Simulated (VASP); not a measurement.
Here is a VASP 6.6.1 calculation.

POSCAR

```
Al
1.0
    2.7353623072      0.0000000000      0.0000000000
   -1.3676816399      2.3688937553      0.0000000000
    0.0000000000      0.0000000000      4.7334439289
Al
2
Direct
    0.6666666667      0.3333333333      0.7500000000
    0.3333333333      0.6666666667      0.2500000000
```

File INCAR.step1:

```
SYSTEM = Al
PREC = Accurate ; ENCUT = 520
ISMEAR = -1 ; SIGMA = 0.1
LREAL = .FALSE. ; LASPH = .TRUE.
NELM = 60 ; NBANDS = 10
GGA = PE ; ALGO = Normal
EDIFF = 1E-4 ; LWAVE = .TRUE.
LCHARG = .FALSE.
```

INCAR.step2

```
SYSTEM = Al
PREC = Accurate ; ENCUT = 520
EDIFF = 1E-6 ; ISMEAR = -1
SIGMA = 0.1 ; LREAL = .FALSE.
LASPH = .TRUE. ; NELM = 60
ALGO = Normal ; ISIF = 2
LWAVE = .FALSE. ; LCHARG = .FALSE.
METAGGA = R2SCAN ; LMIXTAU = .TRUE.
NBANDS = 10 ; ISTART = 1
```

The input KPOINTS:

```
Automatic mesh
0
G
  12 12 6
  0 0 0
```

Potentials or basis: VASP PAW PBE potentials, release 64 (Al).

Command:

```console
$ cat potpaw_PBE.64/Al/POTCAR > POTCAR
$ cp INCAR.step1 INCAR
$ mpirun -np 1 vasp_std > vasp.out
$ cp INCAR.step2 INCAR
$ mpirun -np 1 vasp_std > vasp.out
```

(1) Predict the band gap on the k mesh.

(2) What does it give for the pressure?

Results:

(1) zero (band 3 reaches 12.85 eV, above the bottom of band 4 at 5.51 eV).

(2) 4.1 GPa.

Caveat: the PAW data sets were made with another functional, which shifts forces and pressure a little.
